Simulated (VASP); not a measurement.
Input of a VASP 6.6.1 run:

File INCAR:

```
PREC = Accurate
ENCUT = 1330
EDIFF = 1E-6
ISMEAR = 0
SIGMA = 0.1
LREAL = F
LASPH = T
NELM = 120
ALGO = Normal
ISIF = 2
LWAVE = F
LCHARG = F
NBANDS = 16
GGA_COMPAT = F
```

File KPOINTS:

```
regular mesh
0
Gamma
  8 8 8
```

The input POSCAR:

```
TiN
1.0
    0.0000000000      2.0863455124      2.0863455124
    2.0863455124      0.0000000000      2.0863455124
    2.0863455124      2.0863455124      0.0000000000
Ti N
1 1
Direct
    0.0000000000      0.0000000000      0.0000000000
    0.5000000000      0.5000000000      0.5000000000
```

Potentials or basis: VASP PAW LDA potentials, release 64 (Ti_sv, N_h).

Command:

```sh
$ cat potpaw_LDA.64/Ti_sv/POTCAR potpaw_LDA.64/N_h/POTCAR > POTCAR
$ mpirun -np 1 vasp_std > vasp.out
```

Problem. Predict the pressure.

Solution. 0.9 GPa.

Problem. What does it give for the band gap on the k mesh?

Solution. Zero (an odd number of electrons rules out a gap without spin polarisation).

Caveat: an odd number of electrons without spin polarisation forces a metal; a magnetic or distorted state may lie lower.
